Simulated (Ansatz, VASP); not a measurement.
# Two plane-wave programs on Al6H

```
CELL_PARAMETERS angstrom
5.71430 0.00000 0.00000
-2.85715 4.94873 0.00000
0.00000 0.00000 22.60164
ATOMIC_POSITIONS crystal
Al 0.33333 0.16667 0.17698
Al 0.33333 0.66667 0.17698
Al 0.83333 0.16667 0.17698
Al 0.83333 0.66667 0.17698
Al 0.16667 0.33333 0.27878
Al 0.16667 0.83333 0.27878
Al 0.66667 0.33333 0.27878
Al 0.66667 0.83333 0.27878
Al 0.00000 0.00000 0.38058
Al 0.00000 0.50000 0.38058
Al 0.50000 0.00000 0.38058
Al 0.50000 0.50000 0.38058
H 0.26771 0.16667 0.45712
H 0.39896 0.16667 0.45712
```

Alike in both runs: task single point; functional PBE; k mesh 6 × 6 × 1; occupations gaussian, width 0.1 eV; no spin polarisation.

|  | VASP | Ansatz |
| --- | --- | --- |
| version | VASP 6.6.1 | Ansatz 0.2.0 |
| potentials or method | VASP PAW PBE potentials, release 64 (Al, H), cutoff 520 eV | scalar-relativistic, plane waves, PAW |
| valence electrons in the cell | 38 | 38 |

```csv
,VASP,Ansatz,Ansatz less VASP
gap on the k mesh at the Fermi level (eV),none,none,-
rms of the force components (eV/Å),0.336,0.337,+0.0010
```

Atom by atom the forces differ by 0.002 eV/Å (rms over components). A gap of «none» marks a metal or a gap that the smearing closes.
